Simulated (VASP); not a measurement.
# Ba (P-6m2) in VASP: further runs

Ba is run at these levels: PBE; tasks: single point, relaxation of cell and atoms.

All numbers are computed with VASP 6.6.1; they aren't measurements. Logs are shortened: lines on timing, memory, paths and dates and some standing lists are left out, and cuts for length are marked.

## Step 1: The cell of the first run

The structure is hexagonal, space group P-6m2 (No. 187). Conventional cell: a = 5.903 Å, b = 5.903 Å, c = 7.476 Å, α = 90.00°, β = 90.00°, γ = 120.00°. Ba (site symmetry -6m2) has 2 Ba at 3.74 Å within 4.9 Å. Within 4.5 Å of Ba (site symmetry -6m2) lie 5 Ba at 3.41 to 3.74 Å. Ba (site symmetry -6m2) has 3 Ba at 3.41 Å within 4.5 Å.

## Step 2: Single point, PBE

The input, INCAR:

```
SYSTEM = Ba
PREC = Accurate
ENCUT = 520
EDIFF = 1E-7
ISMEAR = 0
SIGMA = 0.1
LREAL = .False.
LASPH = .True.
NELM = 100
ALGO = Normal
ISIF = 2
LWAVE = .False.
LCHARG = .True.
GGA = PE
LELF = .True.
LVHAR = .True.
NBANDS = 22
```

The input, KPOINTS:

```
Automatic mesh
0
Gamma
  3 3 4
  0 0 0
```

The input, POSCAR:

```
Ba
1.0
    5.9032837500      0.0000000000      0.0000000000
   -2.9516418800      5.1123937000      0.0000000000
    0.0000000000      0.0000000000      7.4756188600
Ba
3
Direct
    0.0000000000      0.0000000000      0.0000000000
    0.0000000000      0.0000000000      0.5000000000
    0.6666666700      0.3333333300      0.5000000000
```

Potentials or basis: VASP PAW PBE potentials, release 64 (Ba_sv).

Command:

```console
cat potpaw_PBE.64/Ba_sv/POTCAR > POTCAR
mpirun -np 1 vasp_std > vasp.out
```

OUTCAR:

```text
SYSTEM = Ba
   PREC = Accurate
   ENCUT = 520
   EDIFF = 1E-7
   ISMEAR = 0
   LREAL = .False.
   LASPH = .True.
   NELM = 100
   ISIF = 2
   GGA = PE

 ion  position               nearest neighbor table
   1  0.000  0.000  0.000-   2 3.74   2 3.74
   2  0.000  0.000  0.500-   3 3.41   3 3.41   3 3.41   1 3.74   1 3.74
   3  0.667  0.333  0.500-   2 3.41   2 3.41   2 3.41

  LATTYP: Found a hexagonal cell.
 ALAT       =     5.9032837500
 C/A-ratio  =     1.2663492349

  Lattice vectors:

 A1 = (   5.9032837500,   0.0000000000,   0.0000000000)
 A2 = (  -2.9516418800,   5.1123937000,   0.0000000000)
 A3 = (   0.0000000000,   0.0000000000,   7.4756188600)

Analysis of symmetry for initial positions (statically):
=====================================================================
 Subroutine PRICEL returns:
 Original cell was already a primitive cell.

 Routine SETGRP: Setting up the symmetry group for a
 hexagonal supercell.

 Subroutine GETGRP returns: Found 12 space group operations
 (whereof 12 operations were pure point group operations)
 out of a pool of 24 trial point group operations.

The static configuration has the point symmetry D_3h.

Analysis of symmetry for dynamics (positions and initial velocities):
=====================================================================
 Subroutine PRICEL returns:
 Original cell was already a primitive cell.

 Routine SETGRP: Setting up the symmetry group for a
 hexagonal supercell.

 Subroutine GETGRP returns: Found 12 space group operations
 (whereof 12 operations were pure point group operations)
 out of a pool of 24 trial point group operations.

The dynamic configuration has the point symmetry D_3h.

 Subroutine INISYM returns: Found 12 space group operations
 (whereof 12 operations are pure point group operations),
 and found     1 'primitive' translations

----------------------------------------------------------------------------------------

                                     Primitive cell

  volume of cell :     225.6135

  direct lattice vectors                    reciprocal lattice vectors
     5.903283750  0.000000000  0.000000000     0.169397244  0.097801545  0.000000000
    -2.951641880  5.112393700  0.000000000     0.000000000  0.195603089  0.000000000
     0.000000000  0.000000000  7.475618860     0.000000000  0.000000000  0.133768189

  length of vectors
     5.903283750  5.903283758  7.475618860     0.195603089  0.195603089  0.133768189

  position of ions in fractional coordinates (direct lattice)
     0.000000000  0.000000000  0.000000000
     0.000000000  0.000000000  0.500000000
     0.666666670  0.333333330  0.500000000
[... 63 lines left out ...]
   LREAL  =      F    real-space projection
   EDIFFG = 0.1E-05   stopping-criterion for IOM
   NSW    =      0    number of steps for IOM
   IBRION =     -1    ionic relax: 0-MD 1-quasi-New 2-CG
   NFREE  =      0    steps in history (QN), initial steepest desc. (CG)
   ISIF   =      2    stress and relaxation
   ISYM   =      2    0-nonsym 1-usesym 2-fastsym
   POTIM  = 0.5000    time-step for ionic-motion
   TEBEG  =    0.0;   TEEND  =   0.0 temperature during run
   PSTRESS=    0.0 pullay stress
   NELECT =      30.0000    total number of electrons
   NUPDOWN=      -1.0000    fix difference up-down
   EMIN   =  10.00;   EMAX   =-10.00  energy-range for DOS
   EFERMI =   0.00;   METHOD = LEGACY
   ISMEAR =     0;   SIGMA  =   0.10  broadening in eV -4-tet -1-fermi 0-gaus
   EFERMI_NEDOS =   21; number of points for ismear=-14 and -15
   IALGO  =     38    algorithm
   IMIX   =      4    mixing-type and parameters
     AMIX     =   0.40;   BMIX     =  1.00
     AMIX_MAG =   1.60;   BMIX_MAG =  1.00
  volume/ion in A,a.u.               =      75.20       507.51
  Fermi-wavevector in a.u.,A,eV,Ry     =   0.835591  1.579037  9.499746  0.698212
  Thomas-Fermi vector in A             =   1.949174
   LORBIT       =      0    0 simple, 1 ext, 2 COOP (PROOUT), +10 PAW based schemes
   GGA     = PE    functional components
   LHFCALC =     F    Hartree Fock is set to
   AEXX    =    0.0000 exact exchange contribution
   IVDW    =     0    specifies the selected vdW correction
   LEPSILON=     F    determine dielectric tensor
   LRPA    =     F    only Hartree local field effects (RPA)
 non-spin polarized calculation
 Gauss-broadening in eV      SIGMA  =   0.10
  energy-cutoff  :      520.00
  volume of cell :      225.61
 maximum number of plane-waves:      6099
 NGX is ok and might be reduce to    48
   NGX = 21   NGY = 21   NGZ = 27

 number of electron      29.9999998 magnetization

 Free energy of the ion-electron system (eV)
  ---------------------------------------------------
  ext. energy  EPLUGINS =         0.00000000
  ---------------------------------------------------
  free energy    TOTEN  =        -2.89608985 eV

  energy without entropy =       -2.84102129  energy(sigma->0) =       -2.86855557

 E-fermi :   0.8072     XC(G=0):  -6.6743

 val. band max:        0.7751783449   @ k =   0.3333  -0.0000   0.2500
 cond. band min:       0.8075580027   @ k =   0.3333   0.3333   0.2500
 fundamental gap:      0.0323796578
 Fermi energy:         0.8072208213

 k-point     1 :       0.0000    0.0000    0.0000
  band No.  band energies     occupation
      1     -28.5819      2.00000
      2     -28.4529      2.00000
      3     -27.9813      2.00000
      4     -14.2269      2.00000
      5     -14.2269      2.00000
      6     -14.1368      2.00000
[... 214 lines left out ...]
     21       2.4378      0.00000
     22       2.4399      0.00000

------------------------ aborting loop because EDIFF is reached ----------------------------------------

  FORCE on cell =-STRESS in cart. coord.  units (eV):
  Direction    XX          YY          ZZ          XY          YZ          ZX
  --------------------------------------------------------------------------------------
  -------------------------------------------------------------------------------------
  Total        0.1547279      0.1547279      0.7140870     -0.0000000      0.0000000      0.0000000
  in kB        1.0987883      1.0987883      5.0710347     -0.0000000      0.0000000      0.0000000
  external PRESSURE =       2.4228705 kB  Pullay stress =       0.0000000 kB

 VOLUME and BASIS-vectors are now :
 -----------------------------------------------------------------------------
  energy-cutoff  :      520.00
  volume of cell :      225.61
      direct lattice vectors                 reciprocal lattice vectors
     5.903283750  0.000000000  0.000000000     0.169397244  0.097801545  0.000000000
    -2.951641880  5.112393700  0.000000000     0.000000000  0.195603089  0.000000000
     0.000000000  0.000000000  7.475618860     0.000000000  0.000000000  0.133768189

 POSITION                                       TOTAL-FORCE (eV/Angst)
 -----------------------------------------------------------------------------------
      0.00000      0.00000      0.00000         0.000000      0.000000      0.000000
      0.00000      0.00000      3.73781         0.000000     -0.000000      0.000000
      2.95164      1.70413      3.73781        -0.000000      0.000000      0.000000
 -----------------------------------------------------------------------------------
    total drift:                               -0.000017      0.000010      0.000000

  FREE ENERGIE OF THE ION-ELECTRON SYSTEM (eV)
  ---------------------------------------------------
  free  energy   TOTEN  =        -2.8960898496 eV

  energy  without entropy=       -2.8410212945  energy(sigma->0) =       -2.86855557
```

OSZICAR:

```text
N       E                     dE             d eps       ncg     rms          rms(c)
DAV:   1     0.254480052801E+03    0.25448E+03   -0.11711E+04   396   0.109E+03
DAV:   2     0.173090442890E+02   -0.23717E+03   -0.23172E+03   548   0.221E+02
DAV:   3    -0.273449368717E+01   -0.20044E+02   -0.19686E+02   586   0.705E+01
DAV:   4    -0.362061687190E+01   -0.88612E+00   -0.87964E+00   620   0.125E+01
DAV:   5    -0.363466266874E+01   -0.14046E-01   -0.14030E-01   576   0.160E+00    0.504E+00
DAV:   6    -0.294534885685E+01    0.68931E+00   -0.13696E+00   578   0.349E+00    0.273E+00
DAV:   7    -0.289762930729E+01    0.47720E-01   -0.25283E-01   608   0.206E+00    0.898E-01
DAV:   8    -0.289984293038E+01   -0.22136E-02   -0.69685E-02   588   0.129E+00    0.410E-01
DAV:   9    -0.289559621437E+01    0.42467E-02   -0.16653E-02   568   0.593E-01    0.115E-01
DAV:  10    -0.289584353180E+01   -0.24732E-03   -0.14860E-03   554   0.201E-01    0.492E-02
DAV:  11    -0.289608596238E+01   -0.24243E-03   -0.33434E-04   584   0.101E-01    0.227E-02
DAV:  12    -0.289608820481E+01   -0.22424E-05   -0.14121E-04   572   0.611E-02    0.592E-03
DAV:  13    -0.289608966756E+01   -0.14627E-05   -0.10203E-05   570   0.162E-02    0.290E-03
DAV:  14    -0.289608990358E+01   -0.23602E-06   -0.14593E-06   562   0.551E-03    0.171E-03
DAV:  15    -0.289608984964E+01    0.53937E-07   -0.16633E-07   472   0.209E-03
   1 F= -.28960898E+01 E0= -.28685556E+01  d E =-.550686E-01
```

stdout:

```text
POSCAR found type information on POSCAR Ba
 POSCAR found :  1 types and       3 ions
 scaLAPACK will be used
 LDA part: xc-table for (Slater+PW92), standard interpolation
 POSCAR, INCAR and KPOINTS ok, starting setup
 FFT: planning ... GRIDC
 FFT: planning ... GRID_SOFT
 FFT: planning ... GRID
 WAVECAR not read
 entering main loop
```

Run time: 38 s. Hardware: 1 thread of AMD EPYC 9R45 (Zen 5), shared host; peak memory 0.3 GiB.

What came out:

```yaml
Free_energy: -2.8961 eV
Pressure: 0.2 GPa
Band_gap_on_the_k_mesh: zero (band 15 reaches 1.38 eV, above the bottom of band 16 at 0.68 eV)
```

Stress tensor (GPa, compression positive):
```
0.11 0.00 0.00
0.00 0.11 0.00
0.00 0.00 0.51
```

Caveat: the k points lie up to 0.41 Å⁻¹ apart; spin-orbit coupling is left out, which moves the levels of the heavy elements.

(Part 1 of 2 ends here.)
